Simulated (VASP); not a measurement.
Ga3SiCN3 (an interface model), 16 atoms in the cell. The cell holds layers of an interface, 16 atoms: a = 5.223 Å, b = 3.183 Å, c = 10.864 Å, α = 90.00°, β = 90.00°, γ = 90.00°. 

- Program: VASP 6.6.1
- Task: single point
- Functional: PBEsol
- Potentials or basis: VASP PAW PBE potentials, release 64 (Si, Ga_d, C, N)
- Cutoff: 520 eV
- k mesh: 4 × 6 × 2
- Occupations: fermi-dirac, width 0.05 eV
- Spin: no spin polarisation
- Dipole correction: no
- Further INCAR settings: ALGO = Normal; EDIFF = 1e-06; NBANDS = 76

Potentials or basis: VASP PAW PBE potentials, release 64 (Si, Ga_d, C, N).

Run with:

```console
$ cat potpaw_PBE.64/Si/POTCAR potpaw_PBE.64/Ga_d/POTCAR potpaw_PBE.64/C/POTCAR potpaw_PBE.64/N/POTCAR > POTCAR
$ mpirun -np 1 vasp_std > vasp.out
```

Hardware: 1 thread of Oxide Virtual Turin-like Processor, with other jobs on the host.

Estimate the wall time of this run.

Wall time 11 min on 1 thread of Oxide Virtual Turin-like Processor, on a shared host, peak memory 0.39 GiB. Counts: scf iterations 16, k points 24.
